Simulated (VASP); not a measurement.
Runs of VASP 6.6.1 on GaN. The structure is that of space group F-43m (No. 216), or close to it. The cells are those of the table. 

```tsv
task	level	cell	k mesh	cutoff (eV)	gap on the mesh (eV)	pressure (GPa)	relaxed volume (Å³/atom)
single point	r2SCAN+rVV10	a = 3.174 Å, angles 60.0°, 2 atoms	10 × 10 × 10	520	2.17	(a)	-
single point	r2SCAN+rVV10	a = 3.174 Å, angles 60.0°, 2 atoms	8 × 8 × 8	520	2.17	(c)	-
relaxation of cell and atoms	PBEsol	relaxed from a = 3.187 Å, angles 60.0°, 2 atoms	8 × 8 × 8	600	(b)	0.1	11.35
single point	PBEsol	a = 3.181 Å, angles 60.0°, 2 atoms	8 × 8 × 8	520	1.72	-0.2	-
relaxation of cell and atoms	r2SCAN+rVV10	relaxed from a = 3.181 Å, angles 60.0°, 2 atoms	8 × 8 × 8	600	2.13	0.0	11.36
```

Alike in all rows: potentials or basis VASP PAW PBE potentials, release 64 (Ga_d, N); no spin polarisation; smearing fermi-dirac 0.03 eV.

Q: Fill in the values left out.

A: (a) 1.0; (b) 1.74; (c) 1.2.

Caveats: the PAW data sets were made with another functional, which shifts forces and pressure a little.

A k mesh can miss the band edges, and the runs leave out spin-orbit coupling on Ga.
